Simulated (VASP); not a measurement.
# PtSe2 (P-3m1) in VASP: notebook, part 2 of 2

VASP 6.6.1.

## Step 3: Single point, LDA+U

The input, POSCAR:

```
PtSe2
1.0
    3.7240000000      0.0000000000      0.0000000000
   -1.8620000000      3.2250786037      0.0000000000
    0.0000000000      0.0000000000      5.0620000000
Pt Se
1 2
Direct
    0.0000000000      0.0000000000      0.0000000000
    0.6666666667      0.3333333333      0.7500000000
    0.3333333333      0.6666666667      0.2500000000
```

The input, INCAR.step1:

```
PREC = Accurate
ENCUT = 520
EDIFF = 1E-7
ISMEAR = -1
SIGMA = 0.05
LREAL = False
LASPH = True
NELM = 150
ALGO = Normal
ISIF = 2
LWAVE = False
LCHARG = True
LMAXMIX = 4
LDAU = True
LDAUTYPE = 2
LDAUL = 2 -1
LDAUU = 3 0
LDAUJ = 0 0
LDAUPRINT = 1
GGA = CA
NBANDS = 18
```

The input, KPOINTS.step1:

```
regular mesh
0
Gamma
  8 8 5
```

The input, INCAR.step2:

```
PREC = Accurate
ENCUT = 520
EDIFF = 1E-7
ISMEAR = -5
SIGMA = 0.05
LREAL = False
LASPH = True
NELM = 150
ALGO = Normal
ISIF = 2
LWAVE = False
LCHARG = False
LMAXMIX = 4
LDAU = True
LDAUTYPE = 2
LDAUL = 2 -1
LDAUU = 3 0
LDAUJ = 0 0
LDAUPRINT = 1
GGA = CA
LORBIT = 10
NBANDS = 18
NEDOS = 2001
ICHARG = 11
```

The input, KPOINTS.step2:

```
regular mesh
0
Gamma
  12 12 8
```

Potentials or basis: VASP PAW LDA potentials, release 64 (Pt, Se).

Launch:

```
> cat potpaw_LDA.64/Pt/POTCAR potpaw_LDA.64/Se/POTCAR > POTCAR
> cp INCAR.step1 INCAR
> cp KPOINTS.step1 KPOINTS
> mpirun -np 1 vasp_std > vasp.out
> cp INCAR.step2 INCAR
> cp KPOINTS.step2 KPOINTS
> mpirun -np 1 vasp_std > vasp.out
```

It took 51 s on 1 thread of Intel Xeon 6975P-C (Granite Rapids), shared host; peak memory 0.25 GiB.

Results (log left out):

```yaml
Valence_electrons_inside_the_program's_atomic_spheres: Pt 9.64; Se 3.79
```

Levels at points of the mesh, in eV from the Fermi level:
```csv
k point,band 9,band 10,band 11,band 12,band 13,band 14
"(0.00, 0.00, 0.00)",-1.00,-1.00,0.43,1.37,1.37,3.60
"(0.50, 0.00, 0.00)",-3.69,-3.47,-3.21,0.54,2.29,4.69
"(0.00, 0.00, 0.50)",-1.88,-1.44,-1.44,2.23,2.23,4.85
"(0.50, 0.00, 0.50)",-3.72,-2.76,-1.32,0.90,1.40,4.58
```

Eigenvalues of the final occupation matrices:
| site | spin | trace | eigenvalues |
| --- | --- | --- | --- |
| site 1 d | 1 | 4.17 | 0.71 0.71 0.91 0.92 0.92 |
| site 1 d | 2 | 4.17 | 0.71 0.71 0.91 0.92 0.92 |

Caveat: spin-orbit coupling is left out, which moves the levels of the heavy elements; U without spin polarisation on a metal has little footing; tetrahedron occupations give inexact forces and stress in metals.

## Step 4: Single point, LDA+U

POSCAR is that of step 3.

The input, INCAR.step1:

```
ALGO = Normal ; EDIFF = 1E-6
ENCUT = 520 ; GGA = CA
ISIF = 2 ; ISMEAR = -1
LASPH = True ; LCHARG = True
LDAU = True ; LDAUJ = 0 0
LDAUL = 2 -1 ; LDAUPRINT = 1
LDAUTYPE = 2 ; LDAUU = 4 0
LMAXMIX = 4 ; LREAL = False
LWAVE = False ; NBANDS = 18
NELM = 150 ; PREC = Accurate
SIGMA = 0.05
```

The input, KPOINTS.step1:

```
k-points
0
Gamma
  8 8 5
```

The input, INCAR.step2:

```
ALGO = Normal ; EDIFF = 1E-6
ENCUT = 520 ; GGA = CA
ICHARG = 11 ; ISIF = 2
ISMEAR = -5 ; LASPH = True
LCHARG = False ; LDAU = True
LDAUJ = 0 0 ; LDAUL = 2 -1
LDAUPRINT = 1 ; LDAUTYPE = 2
LDAUU = 4 0 ; LMAXMIX = 4
LORBIT = 11 ; LREAL = False
LWAVE = False ; NEDOS = 2001
NELM = 150 ; PREC = Accurate
SIGMA = 0.05
```

The input, KPOINTS.step2:

```
k-points
0
Gamma
  12 12 8
```

Launch:

```
> cat potpaw_LDA.64/Pt/POTCAR potpaw_LDA.64/Se/POTCAR > POTCAR
> cp INCAR.step1 INCAR
> cp KPOINTS.step1 KPOINTS
> mpirun -np 1 vasp_std > vasp.out
> cp INCAR.step2 INCAR
> cp KPOINTS.step2 KPOINTS
> mpirun -np 1 vasp_std > vasp.out
```

Run time: 40 s. Hardware: 1 thread of Intel Xeon 6975P-C (Granite Rapids), shared host; peak memory 0.24 GiB.

Results (log left out):

* Valence electrons inside the program's atomic spheres: Pt 9.72; Se 3.78

Levels at points of the mesh, in eV from the Fermi level:
```tsv
k point	band 9	band 10	band 11	band 12	band 13	band 14
(0.00, 0.00, 0.00)	-0.95	-0.95	0.47	1.37	1.37	3.66
(0.50, 0.00, 0.00)	-3.65	-3.42	-3.27	0.53	2.29	4.69
(0.00, 0.00, 0.50)	-1.91	-1.40	-1.40	2.22	2.22	4.91
(0.50, 0.00, 0.50)	-3.85	-2.70	-1.27	0.89	1.40	4.63
```

Eigenvalues of the final occupation matrices:
```csv
site,spin,trace,eigenvalues
site 1 d,1,4.22,0.72 0.72 0.92 0.93 0.93
site 1 d,2,4.22,0.72 0.72 0.92 0.93 0.93
```

Caveat: spin-orbit coupling is left out, which moves the levels of the heavy elements; U without spin polarisation on a metal has little footing; tetrahedron occupations give inexact forces and stress in metals.

## Step 5: Single point, LDA+U

POSCAR is that of step 4.

The input, INCAR.step1:

```
PREC = Accurate ; ENCUT = 520
EDIFF = 1E-7 ; ISMEAR = -1
SIGMA = 0.05 ; LREAL = F
LASPH = T ; NELM = 150
ALGO = Normal ; ISIF = 2
LWAVE = F ; LCHARG = T
LMAXMIX = 4 ; LDAU = T
LDAUTYPE = 2 ; LDAUL = 2 -1
LDAUU = 5 0 ; LDAUJ = 0 0
LDAUPRINT = 1 ; NBANDS = 18
```

The input, KPOINTS.step1:

```
regular mesh
0
Gamma
  8 8 5
```

The input, INCAR.step2:

```
PREC = Accurate ; ENCUT = 520
EDIFF = 1E-7 ; ISMEAR = -5
SIGMA = 0.05 ; LREAL = F
LASPH = T ; NELM = 150
ALGO = Normal ; ISIF = 2
LWAVE = F ; LCHARG = F
LMAXMIX = 4 ; LDAU = T
LDAUTYPE = 2 ; LDAUL = 2 -1
LDAUU = 5 0 ; LDAUJ = 0 0
LDAUPRINT = 1 ; LORBIT = 11
NBANDS = 18 ; NEDOS = 1001
ICHARG = 11
```

The input, KPOINTS.step2:

```
regular mesh
0
Gamma
  12 12 8
```

Potentials or basis: VASP PAW LDA potentials, release 64 (Pt, Se).

Launch:

```
> cat potpaw_LDA.64/Pt/POTCAR potpaw_LDA.64/Se/POTCAR > POTCAR
> cp INCAR.step1 INCAR
> cp KPOINTS.step1 KPOINTS
> mpirun -np 1 vasp_std > vasp.out
> cp INCAR.step2 INCAR
> cp KPOINTS.step2 KPOINTS
> mpirun -np 1 vasp_std > vasp.out
```

OUTCAR:

```text
PREC = Accurate
   ENCUT = 520
   EDIFF = 1E-7
   ISMEAR = -5
   LREAL = F
   LASPH = T
   NELM = 150
   ISIF = 2
   LORBIT = 11
   ICHARG = 11

 ion  position               nearest neighbor table
   1  0.000  0.000  0.000-   2 2.49   3 2.49   2 2.49   3 2.49   2 2.49   3 2.49
   2  0.667  0.333  0.750-   1 2.49   1 2.49   1 2.49
   3  0.333  0.667  0.250-   1 2.49   1 2.49   1 2.49

  LATTYP: Found a hexagonal cell.
[... 741 lines left out ...]
  -------------------------------------------------------------------------------------
  Total       -1.4696921     -1.4696921     -1.3593608      0.0000000     -0.0000000      0.0000000
  in kB      -38.7315463    -38.7315463    -35.8239296      0.0000000     -0.0000000      0.0000000
  external PRESSURE =     -37.7623407 kB  Pullay stress =       0.0000000 kB

 VOLUME and BASIS-vectors are now :
 -----------------------------------------------------------------------------
  energy-cutoff  :      520.00
  volume of cell :       60.80
      direct lattice vectors                 reciprocal lattice vectors
     3.724000000  0.000000000  0.000000000     0.268528464  0.155034981  0.000000000
    -1.862000000  3.225078604  0.000000000     0.000000000  0.310069962  0.000000000
     0.000000000  0.000000000  5.062000000     0.000000000  0.000000000  0.197550375

 POSITION                                       TOTAL-FORCE (eV/Angst)
 -----------------------------------------------------------------------------------
      0.00000      0.00000      0.00000        -0.000000      0.000000      0.000000
      1.86200      1.07503      3.79650         0.000000      0.000000      0.069912
     -0.00000      2.15005      1.26550        -0.000000      0.000000     -0.069912
 -----------------------------------------------------------------------------------
    total drift:                               -0.000000     -0.000000     -0.000000

  FREE ENERGIE OF THE ION-ELECTRON SYSTEM (eV)
  ---------------------------------------------------
  free  energy   TOTEN  =       -13.7858195871 eV

  energy  without entropy=      -13.7858195871  energy(sigma->0) =      -13.78581959

 total charge

# of ion       s       p       d       tot
------------------------------------------
    1        0.657   0.683   8.457   9.797
    2        1.490   2.221   0.064   3.775
    3        1.490   2.221   0.064   3.775
--------------------------------------------------
tot          3.638   5.126   8.584  17.348
```

OUTCAR.step1:

```text
PREC = Accurate
   ENCUT = 520
   EDIFF = 1E-7
   ISMEAR = -1
   LREAL = F
   LASPH = T
[... 764 lines left out ...]
      0.00000      0.00000      0.00000         0.000000      0.000000      0.000000
      1.86200      1.07503      3.79650        -0.000000      0.000000      0.014518
     -0.00000      2.15005      1.26550         0.000000     -0.000000     -0.014518
 -----------------------------------------------------------------------------------
    total drift:                               -0.000000     -0.000000     -0.000000

  FREE ENERGIE OF THE ION-ELECTRON SYSTEM (eV)
  ---------------------------------------------------
  free  energy   TOTEN  =       -13.7863815661 eV

  energy  without entropy=      -13.7785018890  energy(sigma->0) =      -13.78244173
```

Run time: 50 s. Hardware: 1 thread of Intel Xeon 6975P-C (Granite Rapids), shared host; peak memory 0.25 GiB.

What came out:

| Item | Value |
| --- | --- |
| Valence electrons inside the program's atomic spheres | Pt 9.80; Se 3.77 |

Eigenvalues of the final occupation matrices:
```tsv
site	spin	trace	eigenvalues
site 1 d	1	4.27	0.73 0.73 0.93 0.94 0.94
site 1 d	2	4.27	0.73 0.73 0.93 0.94 0.94
```

Caveat: spin-orbit coupling is left out, which moves the levels of the heavy elements; U without spin polarisation on a metal has little footing; tetrahedron occupations give inexact forces and stress in metals.

## Step 6: Single point, LDA+U

POSCAR is that of step 5.

The input, INCAR.step1:

```
PREC = Accurate
ENCUT = 520
EDIFF = 1E-6
ISMEAR = -1
SIGMA = 0.05
LREAL = F
LASPH = T
NELM = 150
ALGO = Normal
ISIF = 2
LWAVE = F
LCHARG = T
LMAXMIX = 4
LDAU = T
LDAUTYPE = 2
LDAUL = 2 -1
LDAUU = 7 0
LDAUJ = 0 0
LDAUPRINT = 1
NBANDS = 18
```

The input, KPOINTS.step1:

```
Automatic mesh
0
Gamma
  8 8 5
```

The input, INCAR.step2:

```
PREC = Accurate
ENCUT = 520
EDIFF = 1E-6
ISMEAR = -5
SIGMA = 0.05
LREAL = F
LASPH = T
NELM = 150
ALGO = Normal
ISIF = 2
LWAVE = F
LCHARG = F
LMAXMIX = 4
LDAU = T
LDAUTYPE = 2
LDAUL = 2 -1
LDAUU = 7 0
LDAUJ = 0 0
LDAUPRINT = 1
LORBIT = 11
NEDOS = 1001
ICHARG = 11
```

The input, KPOINTS.step2:

```
Automatic mesh
0
Gamma
  12 12 8
```

Potentials or basis: VASP PAW LDA potentials, release 64 (Pt, Se).

Launch:

```
> cat potpaw_LDA.64/Pt/POTCAR potpaw_LDA.64/Se/POTCAR > POTCAR
> cp INCAR.step1 INCAR
> cp KPOINTS.step1 KPOINTS
> mpirun -np 1 vasp_std > vasp.out
> cp INCAR.step2 INCAR
> cp KPOINTS.step2 KPOINTS
> mpirun -np 1 vasp_std > vasp.out
```

Run time: 39 s. Hardware: 1 thread of Intel Xeon 6975P-C (Granite Rapids), shared host; peak memory 0.25 GiB.

Results (log left out):

| Quantity | Value |
| --- | --- |
| Valence electrons inside the program's atomic spheres | Pt 9.99; Se 3.76 |

Levels at points of the mesh, in eV from the Fermi level:
| k point | band 7 | band 8 | band 9 | band 10 | band 11 | band 12 | band 13 | band 14 | band 15 |
| --- | --- | --- | --- | --- | --- | --- | --- | --- | --- |
| (0.00, 0.00, 0.00) | -5.57 | -3.50 | -0.77 | -0.77 | 0.60 | 1.34 | 1.34 | 3.87 | 4.35 |
| (0.50, 0.00, 0.00) | -4.96 | -3.91 | -3.51 | -3.42 | -3.23 | 0.50 | 2.28 | 4.73 | 6.17 |
| (0.00, 0.00, 0.50) | -5.61 | -2.80 | -1.96 | -1.24 | -1.24 | 2.19 | 2.19 | 5.17 | 6.32 |
| (0.50, 0.00, 0.50) | -5.35 | -4.79 | -4.22 | -2.49 | -1.12 | 0.87 | 1.38 | 4.81 | 4.96 |

Eigenvalues of the final occupation matrices:
| site | spin | trace | eigenvalues |
| --- | --- | --- | --- |
| site 1 d | 1 | 4.39 | 0.76 0.76 0.96 0.96 0.96 |
| site 1 d | 2 | 4.39 | 0.76 0.76 0.96 0.96 0.96 |

Caveat: spin-orbit coupling is left out, which moves the levels of the heavy elements; U without spin polarisation on a metal has little footing; tetrahedron occupations give inexact forces and stress in metals.
